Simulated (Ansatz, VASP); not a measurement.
One calculation of ZrTi2C3, two programs

Contents of INCAR:

```
SYSTEM = ZrTi2C3
PREC = Accurate
ENCUT = 600
EDIFF = 1E-6
ISMEAR = 0
SIGMA = 0.1
LREAL = .False.
LASPH = .True.
NELM = 80
ALGO = Normal
ISIF = 3
LWAVE = .False.
LCHARG = .False.
GGA = PE
IBRION = 2
NSW = 100
EDIFFG = -0.01
```

The input KPOINTS:

```
regular mesh
0
Gamma
  12 12 6
  0 0 0
```

Contents of POSCAR:

```
ZrTi2C3
1.0
    3.1699076503      0.0000000000      0.0000000000
   -1.5849538251      2.7452205528      0.0000000000
    0.0000000000      0.0000000000      7.6888804748
Zr Ti C
1 2 3
Direct
    0.0000000000      0.0000000000      0.5000000000
    0.3333333333      0.6666666667      0.1594244691
    0.6666666667      0.3333333333      0.8405755309
    0.3333333333      0.6666666667      0.6818646394
    0.6666666667      0.3333333333      0.3181353606
    0.0000000000      0.0000000000      0.0000000000
```

Input for Ansatz:

```yaml
crystal:
  lattice:
    - [3.1699076503, 0.0, 0.0]
    - [-1.5849538251, 2.7452205528, 0.0]
    - [0.0, 0.0, 7.6888804748]
  atoms:
    - { symbol: Zr, position: [0.0, 0.0, 0.5] }
    - { symbol: Ti, position: [0.3333333333, 0.6666666667, 0.1594244691] }
    - { symbol: Ti, position: [0.6666666667, 0.3333333333, 0.8405755309] }
    - { symbol: C, position: [0.3333333333, 0.6666666667, 0.6818646394] }
    - { symbol: C, position: [0.6666666667, 0.3333333333, 0.3181353606] }
    - { symbol: C, position: [0.0, 0.0, 0.0] }
basis:
  ecutwfc: 420
kpoints:
  mp_grid: { grid: [12, 12, 6] }
hamiltonian:
  xc: pbe
scf:
  occupations: { method: gaussian, width: 0.1 }
output:
  forces: true
  stress: true
  eigenvalues: true
  write_density: true
  write_potential: true
  elf: true
  volumetric_format: npy
relax:
  adjacent_minimum: "off"
  f_tol: 0.01
  max_steps: 80
  cell: { stress_tol: 0.05 }
```

Alike in both runs: task relaxation of cell and atoms; functional PBE; k mesh 12 × 12 × 6; occupations gaussian, width 0.1 eV; no spin polarisation.

|  | VASP | Ansatz |
| --- | --- | --- |
| version | VASP 6.6.1 | Ansatz 0.2.0 |
| potentials or method | VASP PAW PBE potentials, release 64 (Zr_sv, Ti_sv, C), cutoff 600 eV | scalar-relativistic, plane waves, PAW |
| valence electrons in the cell | 48 | 48 |

VASP gave:

```
gap on the k mesh at the Fermi level, each at its own relaxed structure (eV) : none
relaxed volume (Å³/atom)                                                     : 11.15
relaxed length of the cell vector where the two differ most in proportion (Å)              : 7.712
```

Question: Estimate Ansatz's values.

Answer: gap on the k mesh at the Fermi level, each at its own relaxed structure (eV): none; relaxed volume (Å³/atom): 11.15; relaxed length of the cell vector where the two differ most in proportion (Å): 7.710.

A gap of «none» marks a metal or a gap that the smearing closes.
